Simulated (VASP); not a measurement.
# Bi (I4/mmm) in VASP: notebook

Bi is run at these levels: PBEsol+D3(BJ); tasks: single point.

Everything below comes from runs of VASP 6.6.1. Logs are shortened: lines on timing, memory, paths and dates and some standing lists are left out, and cuts for length are marked.

## (1) The cell of the first run

The structure is tetragonal, space group I4/mmm (No. 139). The conventional cell has a = 3.508 Å, b = 3.508 Å, c = 4.074 Å, α = 90.00°, β = 90.00°, γ = 90.00°. Within 4.2 Å of Bi (site symmetry 4/mmm) lie 14 Bi at 3.21 to 4.07 Å.

## (2) Single point, PBEsol+D3(BJ) (25.06 Å³/atom)

The input, INCAR:

```
SYSTEM = Bi
ALGO     = Fast           ! electronic algorithm
EDIFF    = 1E-6           ! SCF threshold, eV
ENCUT    = 520            ! plane-wave cutoff, eV
GGA      = PS             ! functional
ISIF     = 2              ! what is computed and relaxed
ISMEAR   = 0              ! smearing method
IVDW     = 12             ! dispersion correction
LASPH    = .TRUE.         ! aspherical terms in the spheres
LCHARG   = .FALSE.        ! write CHGCAR
LREAL    = .FALSE.        ! projectors in reciprocal space
LWAVE    = .FALSE.        ! write WAVECAR
NBANDS   = 14             ! bands
NELM     = 100            ! most SCF steps
PREC     = Accurate       ! precision mode
SIGMA    = 0.15           ! smearing width, eV
```

The input, KPOINTS:

```
k-points
0
G
  18 18 18
  0 0 0
```

The input, POSCAR:

```
Bi
1.0
   -1.7540160518      1.7540160518      2.0367634394
    1.7540160518     -1.7540160518      2.0367634394
    1.7540160518      1.7540160518     -2.0367634394
Bi
1
Direct
    0.0000000000      0.0000000000      0.0000000000
```

Potentials or basis: VASP PAW PBE potentials, release 64 (Bi_d).

Command:

```
$ cat potpaw_PBE.64/Bi_d/POTCAR > POTCAR
$ mpirun -np 1 vasp_std > vasp.out
```

OUTCAR:

```text
SYSTEM = Bi
   EDIFF = 1E-6
   ENCUT = 520
   GGA = PS
   ISIF = 2
   ISMEAR = 0
   IVDW = 12
   LASPH = .TRUE.
   LREAL = .FALSE.
   NELM = 100
   PREC = Accurate
 IVDW          = 12

 ion  position               nearest neighbor table
   1  0.000  0.000  0.000-

  LATTYP: Found a body centered tetragonal cell.
 ALAT       =     3.5080321036
 C/A-ratio  =     1.1612000000

  Lattice vectors:

 A1 = (  -1.7540160518,   1.7540160518,   2.0367634394)
 A2 = (   1.7540160518,  -1.7540160518,   2.0367634394)
 A3 = (   1.7540160518,   1.7540160518,  -2.0367634394)

Analysis of symmetry for initial positions (statically):
=====================================================================
 Subroutine PRICEL returns:
 Original cell was already a primitive cell.

 Routine SETGRP: Setting up the symmetry group for a
 body centered tetragonal supercell.

 Subroutine GETGRP returns: Found 16 space group operations
 (whereof 16 operations were pure point group operations)
 out of a pool of 16 trial point group operations.

The static configuration has the point symmetry D_4h.

Analysis of symmetry for dynamics (positions and initial velocities):
=====================================================================
 Subroutine PRICEL returns:
 Original cell was already a primitive cell.

 Routine SETGRP: Setting up the symmetry group for a
 body centered tetragonal supercell.

 Subroutine GETGRP returns: Found 16 space group operations
 (whereof 16 operations were pure point group operations)
 out of a pool of 16 trial point group operations.

The dynamic configuration has the point symmetry D_4h.

 Subroutine INISYM returns: Found 16 space group operations
 (whereof 16 operations are pure point group operations),
 and found     1 'primitive' translations

----------------------------------------------------------------------------------------

                                     Primitive cell

  volume of cell :      25.0650

  direct lattice vectors                    reciprocal lattice vectors
    -1.754016052  1.754016052  2.036763439     0.000000000  0.285060105  0.245487517
     1.754016052 -1.754016052  2.036763439     0.285060105  0.000000000  0.245487517
     1.754016052  1.754016052 -2.036763439     0.285060105  0.285060105  0.000000000

  length of vectors
     3.209602768  3.209602768  3.209602768     0.376195939  0.376195939  0.403135867

  position of ions in fractional coordinates (direct lattice)
     0.000000000  0.000000000  0.000000000

  ion indices of the primitive-cell ions
   primitive index   ion index
                 1           1

----------------------------------------------------------------------------------------

 KPOINTS: k-points

Automatic generation of k-mesh.
 Grid dimensions read from file:
 generate k-points for:   18   18   18

 Generating k-lattice:

  Cartesian coordinates                     Fractional coordinates (reciprocal lattice)
     0.000000000  0.015836673  0.013638195     0.055555556  0.000000000 -0.000000000
     0.015836673  0.000000000  0.013638195     0.000000000  0.055555556 -0.000000000
     0.015836673  0.015836673  0.000000000     0.000000000  0.000000000  0.055555556

  Length of vectors
     0.020899774  0.020899774  0.022396437

  Shift w.r.t. Gamma in fractional coordinates (k-lattice)
     0.000000000  0.000000000  0.000000000

 Subroutine IBZKPT returns following result:
 ===========================================

 Found    480 irreducible k-points:

 Following reciprocal coordinates:
            Coordinates               Weight
  0.000000  0.000000  0.000000      1.000000
  0.055556  0.000000 -0.000000      8.000000
  0.111111  0.000000 -0.000000      8.000000
  0.166667  0.000000 -0.000000      8.000000
  0.222222  0.000000 -0.000000      8.000000
  0.277778  0.000000 -0.000000      8.000000
[... 16 lines left out ...]
 -0.277778  0.055556  0.000000     16.000000
 -0.222222  0.055556  0.000000     16.000000
 [... further k-points ...]
   k-points           NKPTS =    480   k-points in BZ     NKDIM =    480   number of bands    NBANDS=     14
   number of dos      NEDOS =    301   number of ions     NIONS =      1
   total plane-waves  NPLWV =  13824
   dimension x,y,z NGX =    24 NGY =   24 NGZ =   24
   dimension x,y,z NGXF=    48 NGYF=   48 NGZF=   48
   ions per type =               1
   NGX,Y,Z   is equivalent  to a cutoff of  12.43, 12.43, 12.43 a.u.
   NGXF,Y,Z  is equivalent  to a cutoff of  24.86, 24.86, 24.86 a.u.
 SYSTEM =  Bi
   PREC   = accura    normal or accurate (medium, high low for compatibility)
   ISTART =      0    job   : 0-new  1-cont  2-samecut
   ICHARG =      2    charge: 1-file 2-atom 10-const
   ISPIN  =      1    spin polarized calculation?
   LNONCOLLINEAR =      F non collinear calculations
   LSORBIT =      F    spin-orbit coupling
   LASPH  =      T    aspherical Exc in radial PAW
   ENCUT  =  520.0 eV  38.22 Ry    6.18 a.u.   5.97  5.97  5.97*2*pi/ulx,y,z
   NELM   =    100;   NELMIN=  2; NELMDL= -5     # of ELM steps
   EDIFF  = 0.1E-05   stopping-criterion for ELM
   LREAL  =      F    real-space projection
   EDIFFG = 0.1E-04   stopping-criterion for IOM
   NSW    =      0    number of steps for IOM
   IBRION =     -1    ionic relax: 0-MD 1-quasi-New 2-CG
   NFREE  =      0    steps in history (QN), initial steepest desc. (CG)
   ISIF   =      2    stress and relaxation
   ISYM   =      2    0-nonsym 1-usesym 2-fastsym
   POTIM  = 0.5000    time-step for ionic-motion
   TEBEG  =    0.0;   TEEND  =   0.0 temperature during run
   PSTRESS=    0.0 pullay stress
   NELECT =      15.0000    total number of electrons
   NUPDOWN=      -1.0000    fix difference up-down
   EMIN   =  10.00;   EMAX   =-10.00  energy-range for DOS
   EFERMI =   0.00;   METHOD = LEGACY
   ISMEAR =     0;   SIGMA  =   0.15  broadening in eV -4-tet -1-fermi 0-gaus
   EFERMI_NEDOS =   21; number of points for ismear=-14 and -15
   IALGO  =     68    algorithm
   IMIX   =      4    mixing-type and parameters
     AMIX     =   0.40;   BMIX     =  1.00
     AMIX_MAG =   1.60;   BMIX_MAG =  1.00
  volume/ion in A,a.u.               =      25.06       169.15
  Fermi-wavevector in a.u.,A,eV,Ry     =   1.379588  2.607043 25.895459  1.903263
  Thomas-Fermi vector in A             =   2.504543
   LORBIT       =      0    0 simple, 1 ext, 2 COOP (PROOUT), +10 PAW based schemes
   GGA     = PS    functional components
   LHFCALC =     F    Hartree Fock is set to
   AEXX    =    0.0000 exact exchange contribution
   IVDW    =    12    specifies the selected vdW correction
   LEPSILON=     F    determine dielectric tensor
   LRPA    =     F    only Hartree local field effects (RPA)
 non-spin polarized calculation
 RMM-DIIS sequential band-by-band and
 Gauss-broadening in eV      SIGMA  =   0.15
  energy-cutoff  :      520.00
  volume of cell :       25.06
 maximum number of plane-waves:       698
   NGX = 11   NGY = 11   NGZ = 11

 number of electron      14.9999996 magnetization

 Free energy of the ion-electron system (eV)
  ---------------------------------------------------
  ext. energy  EPLUGINS =         0.00000000
  ---------------------------------------------------
  free energy    TOTEN  =        -3.97842409 eV

  energy without entropy =       -3.97235404  energy(sigma->0) =       -3.97538907

 E-fermi :  10.7592     XC(G=0): -11.5133

 val. band max:       10.7566466549   @ k =   0.2778   0.1667  -0.0000
 cond. band min:      10.7619863216   @ k =  -0.3333  -0.3333   0.3333
 fundamental gap:      0.0053396667
 Fermi energy:        10.7591636176

 k-point     1 :       0.0000    0.0000    0.0000
  band No.  band energies     occupation
      1     -12.4805      2.00000
      2     -12.4805      2.00000
      3     -12.3941      2.00000
      4     -12.2838      2.00000
      5     -12.1960      2.00000
      6      -4.5472      2.00000
      7      17.1990      0.00000
      8      17.5925      0.00000
      9      17.5925      0.00000
     10      20.1216      0.00000
     11      22.4763      0.00000
     12      22.4764      0.00000
     13      22.6194      0.00000
     14      23.1685      0.00000

 k-point     2 :       0.0556    0.0000   -0.0000
  band No.  band energies     occupation
      1     -12.4766      2.00000
      2     -12.4753      2.00000
      3     -12.3909      2.00000
      4     -12.2844      2.00000
      5     -12.1982      2.00000
      6      -4.4776      2.00000
      7      16.5378      0.00000
      8      17.3534      0.00000
      9      17.3969      0.00000
     10      19.9365      0.00000
     11      22.2047      0.00000
     12      22.2764      0.00000
     13      22.9293      0.00000
     14      23.4077      0.00000

 k-point     3 :       0.1111    0.0000   -0.0000
  band No.  band energies     occupation
      1     -12.4660      2.00000
      2     -12.4658      2.00000
      3     -12.3762      2.00000
      4     -12.2859      2.00000
      5     -12.2041      2.00000
      6      -4.2689      2.00000
      7      14.7857      0.00000
      8      16.8924      0.00000
      9      17.1684      0.00000
     10      19.7024      0.00000
     11      21.6682      0.00000
     12      21.8373      0.00000
     13      23.2474      0.00000
     14      24.0128      0.00000

 k-point     4 :       0.1667    0.0000   -0.0000
  band No.  band energies     occupation
      1     -12.4636      2.00000
      2     -12.4518      2.00000
      3     -12.3408      2.00000
      4     -12.2884      2.00000
      5     -12.2113      2.00000
      6      -3.9215      2.00000
      7      12.8010      0.00000
      8      16.2321      0.00000
      9      16.9092      0.00000
     10      19.5325      0.00000
     11      21.1534      0.00000
     12      21.3540      0.00000
     13      23.5728      0.00000
     14      24.8538      0.00000

 k-point     5 :       0.2222    0.0000   -0.0000
  band No.  band energies     occupation
      1     -12.4701      2.00000
      2     -12.4391      2.00000
      3     -12.2917      2.00000
      4     -12.2877      2.00000
      5     -12.2163      2.00000
      6      -3.4380      2.00000
      7      10.8314      0.49585
      8      15.5378      0.00000
      9      16.5904      0.00000
     10      19.3635      0.00000
     11      20.8386      0.00000
[... 276 lines left out ...]
 k-point    22 :      -0.3333    0.0556    0.0000
  band No.  band energies     occupation
      1     -12.4853      2.00000
      2     -12.4304      2.00000
      3     -12.2961      2.00000
      4     -12.2150      2.00000
      5     -12.1897      2.00000
      6      -2.3687      2.00000
      7       7.9828      2.00000
      8      14.2616      0.00000
      9      15.6893      0.00000
     10      19.3957      0.00000
     11      20.0011      0.00000
     12      20.8679      0.00000
     13      25.7299      0.00000
     14      26.3893      0.00000

 k-point    23 :      -0.2778    0.0556    0.0000
  band No.  band energies     occupation
      1     -12.4758      2.00000
      2     -12.4347      2.00000
      3     -12.2896      2.00000
      4     -12.2597      2.00000
      5     -12.2088      2.00000
      6      -3.0451      2.00000
      7       9.7566      2.00000
      8      14.8896      0.00000
      9      16.0108      0.00000
     10      19.5515      0.00000
     11      20.0115      0.00000
     12      21.1474      0.00000
     13      25.0428      0.00000
     14      25.3060      0.00000

 k-point    24 :      -0.2222    0.0556    0.0000
  band No.  band energies     occupation
      1     -12.4712      2.00000
      2     -12.4411      2.00000
      3     -12.3154      2.00000
      4     -12.2831      2.00000
      5     -12.2104      2.00000
      6      -3.6031      2.00000
      7      11.6545      0.00000
      8      15.5884      0.00000
      9      16.3546      0.00000
     10      19.6441      0.00000
     11      20.2325      0.00000
     12      21.5267      0.00000
     13      24.1039      0.00000
     14      24.6707      0.00000

 [... further k-points ...]

------------------------ aborting loop because EDIFF is reached ----------------------------------------

 Edisp (eV)   -0.65653

 E8    (eV) :    -0.4704

  FORCE on cell =-STRESS in cart. coord.  units (eV):
  Direction    XX          YY          ZZ          XY          YZ          ZX
  --------------------------------------------------------------------------------------
  -------------------------------------------------------------------------------------
  Total       2.06506     2.06506     1.64006     0.00000     0.00000     0.00000
  in kB     132.00041   132.00041   104.83433     0.00000     0.00000     0.00000
  external pressure =      122.95 kB  Pullay stress =        0.00 kB

 VOLUME and BASIS-vectors are now :
 -----------------------------------------------------------------------------
  energy-cutoff  :      520.00
  volume of cell :       25.06
      direct lattice vectors                 reciprocal lattice vectors
    -1.754016052  1.754016052  2.036763439     0.000000000  0.285060105  0.245487517
     1.754016052 -1.754016052  2.036763439     0.285060105  0.000000000  0.245487517
     1.754016052  1.754016052 -2.036763439     0.285060105  0.285060105  0.000000000

 POSITION                                       TOTAL-FORCE (eV/Angst)
 -----------------------------------------------------------------------------------
      0.00000      0.00000      0.00000         0.000000     -0.000000      0.000000
 -----------------------------------------------------------------------------------
    total drift:                               -0.000000      0.000000      0.000000

  FREE ENERGIE OF THE ION-ELECTRON SYSTEM (eV)
  ---------------------------------------------------
  free  energy   TOTEN  =        -4.6349557471 eV

  energy  without entropy=       -4.6288856982  energy(sigma->0) =       -4.63192072
```

Wall time 74 s (1 thread of AMD EPYC 9R45 (Zen 5), shared host); peak memory 0.24 GiB.

Results:

```yaml
Free_energy: -4.6350 eV
Pressure: 12.3 GPa
Band_gap_on_the_k_mesh: zero (an odd number of electrons rules out a gap without spin polarisation)
Dispersion_energy_per_atom: -0.657 eV
```

Levels at points of the mesh, in eV from the Fermi level:
```csv
k point,band 5,band 6,band 7,band 8,band 9,band 10
"(0.00, 0.00, 0.00)",-22.96,-15.31,6.44,6.83,6.83,9.36
"(0.50, 0.00, 0.00)",-22.83,-11.06,-6.63,2.82,4.78,7.78
"(0.50, 0.50, 0.00)",-22.80,-10.28,-6.19,0.95,2.25,5.50
"(0.50, 0.50, 0.50)",-22.84,-8.02,-4.09,-1.30,-1.30,3.15
```

Caveat: the cell stands under pressure; the PAW data sets were made with another functional, which shifts forces and pressure a little; spin-orbit coupling is left out, which moves the levels of the heavy elements.

## (3) Single point, PBEsol+D3(BJ) (25.07 Å³/atom)

The input, INCAR:

```
PREC = Accurate ; ENCUT = 520
EDIFF = 1E-7 ; ISMEAR = 0
SIGMA = 0.15 ; LREAL = F
LASPH = T ; NELM = 60
ALGO = Fast ; ISIF = 2
LWAVE = F ; LCHARG = F
GGA = PS ; IVDW = 12
NBANDS = 14
```

The input, KPOINTS:

```
regular mesh
0
Gamma
  18 18 18
```

The input, POSCAR:

```
Bi
1.0
   -1.9377655567      1.9377655567      1.6688036974
    1.9377655567     -1.9377655567      1.6688036974
    1.9377655567      1.9377655567     -1.6688036974
Bi
1
Direct
    0.0000000000      0.0000000000      0.0000000000
```

Potentials or basis: VASP PAW PBE potentials, release 64 (Bi_d).

Command:

```
$ cat potpaw_PBE.64/Bi_d/POTCAR > POTCAR
$ mpirun -np 1 vasp_std > vasp.out
```

OUTCAR:

```text
PREC = Accurate
   ENCUT = 520
   EDIFF = 1E-7
   ISMEAR = 0
   LREAL = F
   LASPH = T
   NELM = 60
   ISIF = 2
   GGA = PS
   IVDW = 12
 IVDW          = 12

 ion  position               nearest neighbor table
   1  0.000  0.000  0.000-

  LATTYP: Found a body centered tetragonal cell.
 ALAT       =     3.8755311134
 C/A-ratio  =     0.8612000000

  Lattice vectors:

 A1 = (  -1.9377655567,   1.9377655567,   1.6688036974)
 A2 = (   1.9377655567,  -1.9377655567,   1.6688036974)
 A3 = (   1.9377655567,   1.9377655567,  -1.6688036974)

[... 587 lines left out ...]

 [... further k-points ...]

------------------------ aborting loop because EDIFF is reached ----------------------------------------

 Edisp (eV)   -0.65641

 E8    (eV) :    -0.4703

  FORCE on cell =-STRESS in cart. coord.  units (eV):
  Direction    XX          YY          ZZ          XY          YZ          ZX
  --------------------------------------------------------------------------------------
  -------------------------------------------------------------------------------------
  Total       1.83527     1.83527     2.35934     0.00000     0.00000     0.00000
  in kB     117.31196   117.31196   150.81134     0.00000     0.00000     0.00000
  external pressure =      128.48 kB  Pullay stress =        0.00 kB

 VOLUME and BASIS-vectors are now :
 -----------------------------------------------------------------------------
  energy-cutoff  :      520.00
  volume of cell :       25.07
      direct lattice vectors                 reciprocal lattice vectors
    -1.937765557  1.937765557  1.668803697     0.000000000  0.258029150  0.299615827
     1.937765557 -1.937765557  1.668803697     0.258029150  0.000000000  0.299615827
     1.937765557  1.937765557 -1.668803697     0.258029150  0.258029150  0.000000000

 POSITION                                       TOTAL-FORCE (eV/Angst)
 -----------------------------------------------------------------------------------
      0.00000      0.00000      0.00000        -0.000000     -0.000000      0.000000
 -----------------------------------------------------------------------------------
    total drift:                               -0.000000      0.000000      0.000000

  FREE ENERGIE OF THE ION-ELECTRON SYSTEM (eV)
  ---------------------------------------------------
  free  energy   TOTEN  =        -4.6311053459 eV

  energy  without entropy=       -4.6253326399  energy(sigma->0) =       -4.62821899
```

stdout:

```text
POSCAR found type information on POSCAR Bi
 POSCAR found :  1 types and       1 ions
 scaLAPACK will be used
 -----------------------------------------------------------------------------
|                                                                             |
|                                                                             |
|     You enforced a specific xc type in the INCAR file but a different       |
[... 32 lines left out ...]
WARNING in EDDRMM: call to ZHEGV failed, returncode =   8  4     12
WARNING in EDDRMM: call to ZHEGV failed, returncode =   8  4     12
WARNING in EDDRMM: call to ZHEGV failed, returncode =   8  4     11
WARNING in EDDRMM: call to ZHEGV failed, returncode =   8  4     11
WARNING in EDDRMM: call to ZHEGV failed, returncode =   8  4     14
WARNING in EDDRMM: call to ZHEGV failed, returncode =   8  4     13
WARNING in EDDRMM: call to ZHEGV failed, returncode =   8  4     13
```

Wall time 84 s (1 thread of AMD EPYC 9R45 (Zen 5), shared host); peak memory 0.24 GiB.

What came out:

```yaml
Free_energy: -4.6311 eV
Pressure: 12.8 GPa
Band_gap_on_the_k_mesh: zero (an odd number of electrons rules out a gap without spin polarisation)
Dispersion_energy_per_atom: -0.656 eV
```

Caveat: the cell stands under pressure; the PAW data sets were made with another functional, which shifts forces and pressure a little; spin-orbit coupling is left out, which moves the levels of the heavy elements.

[end of part 1 of 2]

The gap in the log of VASP goes by the Fermi energy; the results here count the filled bands.